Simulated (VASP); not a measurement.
# Ga3Se (Pm-3m) in VASP: notebook, part 2 of 2

VASP 6.6.1.

## Step 5: Single point, r2SCAN

This run uses another cell than the first one, of 20.83 Å³/atom, 0.942 times its volume.

Contents of POSCAR:

```
Ga3Se
1.0
    4.3675579593      0.0000000000      0.0000000000
    0.0000000000      4.3675579593      0.0000000000
    0.0000000000      0.0000000000      4.3675579593
Se Ga
1 3
Direct
    0.0000000000      0.0000000000      0.0000000000
    0.5000000000      0.5000000000      0.0000000000
    0.5000000000      0.0000000000      0.5000000000
    0.0000000000      0.5000000000      0.5000000000
```

Contents of INCAR.step1:

```
  ALGO = Normal
  EDIFF = 1E-4
  ENCUT = 520
  GGA = PE
  ISMEAR = -1
  LASPH = T
  LCHARG = F
  LREAL = F
  LWAVE = T
  NBANDS = 30
  NELM = 80
  PREC = Accurate
  SIGMA = 0.05
```

Contents of INCAR.step2:

```
  ALGO = Normal
  EDIFF = 1E-7
  ENCUT = 520
  ISIF = 2
  ISMEAR = -1
  ISTART = 1
  LASPH = T
  LCHARG = T
  LELF = T
  LMIXTAU = T
  LREAL = F
  LVHAR = T
  LWAVE = F
  METAGGA = R2SCAN
  NBANDS = 30
  NELM = 80
  PREC = Accurate
  SIGMA = 0.05
```

Contents of KPOINTS:

```
k-points
0
Gamma
  6 6 6
```

Potentials or basis: VASP PAW PBE potentials, release 64 (Se, Ga_d).

On the command line:

```sh
> cat potpaw_PBE.64/Se/POTCAR potpaw_PBE.64/Ga_d/POTCAR > POTCAR
> cp INCAR.step1 INCAR
> mpirun -np 1 vasp_std > vasp.out
> cp INCAR.step2 INCAR
> mpirun -np 1 vasp_std > vasp.out
```

OUTCAR:

```text
EDIFF = 1E-7
   ENCUT = 520
   ISIF = 2
   ISMEAR = -1
   ISTART = 1
   LASPH = T
   LREAL = F
   METAGGA = R2SCAN
   NELM = 80
   PREC = Accurate

 ion  position               nearest neighbor table
   1  0.000  0.000  0.000-
   2  0.500  0.500  0.000-
   3  0.500  0.000  0.500-
   4  0.000  0.500  0.500-

  LATTYP: Found a simple cubic cell.
 ALAT       =     4.3675579593

  Lattice vectors:

 A1 = (   4.3675579593,   0.0000000000,   0.0000000000)
 A2 = (   0.0000000000,   4.3675579593,   0.0000000000)
 A3 = (   0.0000000000,   0.0000000000,   4.3675579593)

Analysis of symmetry for initial positions (statically):
=====================================================================
 Subroutine PRICEL returns:
 Original cell was already a primitive cell.

 Routine SETGRP: Setting up the symmetry group for a
 simple cubic supercell.
[... 159 lines left out ...]
  ext. energy  EPLUGINS =         0.00000000
  ---------------------------------------------------
  free energy    TOTEN  =       -48.23878325 eV

  energy without entropy =      -48.22954780  energy(sigma->0) =      -48.23416553

 E-fermi :   4.9248     XC(G=0): -11.3274

 val. band max:        4.8255135816   @ k =   0.3333   0.1667   0.1667
 cond. band min:       5.0659383046   @ k =   0.1667   0.1667   0.0000
 fundamental gap:      0.2404247229
 Fermi energy:         4.9247654383

 k-point     1 :       0.0000    0.0000    0.0000
  band No.  band energies     occupation
      1     -10.7237      2.00000
      2     -10.6863      2.00000
      3     -10.6863      2.00000
      4     -10.6863      2.00000
      5     -10.6302      2.00000
      6     -10.6302      2.00000
[... 649 lines left out ...]
     29      14.2548      0.00000
     30      14.2548      0.00000

------------------------ aborting loop because EDIFF is reached ----------------------------------------

  FORCE on cell =-STRESS in cart. coord.  units (eV):
  Direction    XX          YY          ZZ          XY          YZ          ZX
  --------------------------------------------------------------------------------------
  -------------------------------------------------------------------------------------
  Total        0.0023016      0.0023016      0.0023016      0.0000000     -0.0000000     -0.0000000
  in kB        0.0442610      0.0442610      0.0442610      0.0000000     -0.0000000     -0.0000000
  external PRESSURE =       0.0442610 kB  Pullay stress =       0.0000000 kB

 VOLUME and BASIS-vectors are now :
 -----------------------------------------------------------------------------
  energy-cutoff  :      520.00
  volume of cell :       83.31
      direct lattice vectors                 reciprocal lattice vectors
     4.367557959  0.000000000  0.000000000     0.228960900  0.000000000  0.000000000
     0.000000000  4.367557959  0.000000000     0.000000000  0.228960900  0.000000000
     0.000000000  0.000000000  4.367557959     0.000000000  0.000000000  0.228960900

 POSITION                                       TOTAL-FORCE (eV/Angst)
 -----------------------------------------------------------------------------------
      0.00000      0.00000      0.00000         0.000000      0.000000      0.000000
      2.18378      2.18378      0.00000         0.000000      0.000000      0.000000
      2.18378      0.00000      2.18378         0.000000      0.000000      0.000000
      0.00000      2.18378      2.18378         0.000000      0.000000      0.000000
 -----------------------------------------------------------------------------------
    total drift:                                0.000000     -0.000000     -0.000000

  FREE ENERGIE OF THE ION-ELECTRON SYSTEM (eV)
  ---------------------------------------------------
  free  energy   TOTEN  =       -48.2387832530 eV

  energy  without entropy=      -48.2295478032  energy(sigma->0) =      -48.23416553
```

OSZICAR.step1:

```text
N       E                     dE             d eps       ncg     rms          rms(c)
DAV:   1     0.310752447690E+03    0.31075E+03   -0.21559E+04  1258   0.250E+03
DAV:   2     0.265362085418E+02   -0.28422E+03   -0.27504E+03  1234   0.515E+02
DAV:   3    -0.110341229152E+02   -0.37570E+02   -0.36182E+02  1434   0.138E+02
DAV:   4    -0.125108226372E+02   -0.14767E+01   -0.14645E+01  1360   0.281E+01
DAV:   5    -0.125475708094E+02   -0.36748E-01   -0.36716E-01  1464   0.430E+00    0.329E+00
DAV:   6    -0.124256441605E+02    0.12193E+00   -0.31962E-01  1628   0.589E+00    0.192E+00
DAV:   7    -0.124174790781E+02    0.81651E-02   -0.46066E-02  1402   0.118E+00    0.800E-01
DAV:   8    -0.124147975364E+02    0.26815E-02   -0.79179E-03  1446   0.677E-01    0.716E-02
DAV:   9    -0.124147687987E+02    0.28738E-04   -0.13720E-03  1434   0.326E-01    0.468E-02
DAV:  10    -0.124147771568E+02   -0.83582E-05   -0.15835E-04  1060   0.126E-01
   1 F= -.12414777E+02 E0= -.12409870E+02  d E =-.981371E-02
```

Wall time 1.9 min (1 thread of Intel Xeon 6975P-C (Granite Rapids), shared host); peak memory 0.2 GiB.

Results:

```
Free energy : -48.2388 eV
Pressure    : 0.0 GPa
```

Caveat: the PAW data sets were made with another functional, which shifts forces and pressure a little.

## Step 6: Relaxation of cell and atoms, LDA

This run uses another cell than the first one, of 21.77 Å³/atom, 0.984 times its volume.

Contents of INCAR:

```
  PREC = Accurate
  ENCUT = 600
  EDIFF = 1E-7
  ISMEAR = -1
  SIGMA = 0.05
  LREAL = F
  LASPH = T
  NELM = 100
  ALGO = Normal
  ISIF = 3
  LWAVE = F
  LCHARG = F
  GGA = CA
  IBRION = 2
  NSW = 60
  EDIFFG = -0.01
```

Contents of KPOINTS:

```
regular mesh
0
Gamma
  6 6 6
```

Contents of POSCAR:

```
Ga3Se
1.0
    4.4324650000      0.0000000000      0.0000000000
    0.0000000000      4.4324650000      0.0000000000
    0.0000000000      0.0000000000      4.4324650000
Se Ga
1 3
Direct
    0.0000000000      0.0000000000      0.0000000000
    0.5000000000      0.5000000000      0.0000000000
    0.5000000000      0.0000000000      0.5000000000
    0.0000000000      0.5000000000      0.5000000000
```

Potentials or basis: VASP PAW LDA potentials, release 64 (Se, Ga_d).

On the command line:

```sh
> cat potpaw_LDA.64/Se/POTCAR potpaw_LDA.64/Ga_d/POTCAR > POTCAR
> mpirun -np 1 vasp_std > vasp.out
```

It took 1.9 min on 1 thread of Intel Xeon 6975P-C (Granite Rapids), shared host; peak memory 0.2 GiB.

The run converged. Its results:

```
Free energy                            : -14.9889 eV
Relaxed volume                         : 19.37 Å³/atom
Relaxed cell                           : a = 4.263 Å, b = 4.263 Å, c = 4.263 Å, α = 90.00°, β = 90.00°, γ = 90.00°
Space group after relaxing (to 0.05 Å) : Pm-3m (No. 221)
Energy gained by relaxing              : 41.5 meV/atom
Ionic steps                            : 3
Pressure after relaxing                : 0.0 GPa
```

Step by step:
```
step  energy change (eV)  largest force (eV/Å)  pressure (GPa)  volume (Å³)
   1              0.0000                0.0000           -4.96        87.08
   2             -0.1618                0.0000           -0.97        78.86
   3             -0.1660                0.0000           -0.03        77.49
```

Final structure:
```
Se Ga
1.0
     4.26328    0.00000    0.00000
     0.00000    4.26328    0.00000
     0.00000    0.00000    4.26328
Se Ga
1 3
Direct
  0.00000 0.00000 0.00000
  0.50000 0.50000 0.00000
  0.50000 0.00000 0.50000
  0.00000 0.50000 0.50000
```

Levels at points of the mesh, in eV from the Fermi level:
```csv
k point,band 19,band 20,band 21,band 22,band 23,band 24,band 25,band 26,band 27
"(0.00, 0.00, 0.00)",-4.22,-4.22,-2.76,-2.76,1.75,1.75,1.75,4.64,4.64
"(0.50, 0.00, 0.00)",-3.13,-3.13,-1.87,-1.11,-0.48,-0.48,0.96,4.52,4.55
"(0.50, 0.50, 0.00)",-6.87,-2.38,-0.92,-0.51,-0.51,1.57,1.57,1.61,1.91
"(0.50, 0.50, 0.50)",-5.52,-5.26,-5.26,-5.26,-3.95,4.48,4.48,4.48,9.33
```

## Step 7: Summary

```csv
task,level,potentials or basis,cell,cutoff (eV),gap on the mesh (eV),pressure (GPa)
single point,revPBE,"VASP PAW PBE potentials, release 64 (Se, Ga_d)","a = 4.456 Å, 4 atoms",520,none,0.1
single point,RPBE,"VASP PAW PBE potentials, release 64 (Se, Ga_d)","a = 4.475 Å, 4 atoms",520,none,0.1
single point,BLYP,"VASP PAW PBE potentials, release 64 (Se, Ga_d)","a = 4.623 Å, 4 atoms",520,none,0.0
single point,r2SCAN,"VASP PAW PBE potentials, release 64 (Se, Ga_d)","a = 4.368 Å, 4 atoms",520,none,0.0
relaxation of cell and atoms,LDA,"VASP PAW LDA potentials, release 64 (Se, Ga_d)","relaxed from a = 4.432 Å, 4 atoms",600,none,0.0
```

Alike in all rows: no spin polarisation; k mesh 6 × 6 × 6; smearing fermi-dirac 0.05 eV.

Caveats: the PAW data sets were made with another functional, which shifts forces and pressure a little (some runs).

Total energies depend on the potentials used, so only differences within one code and one set of settings carry meaning.
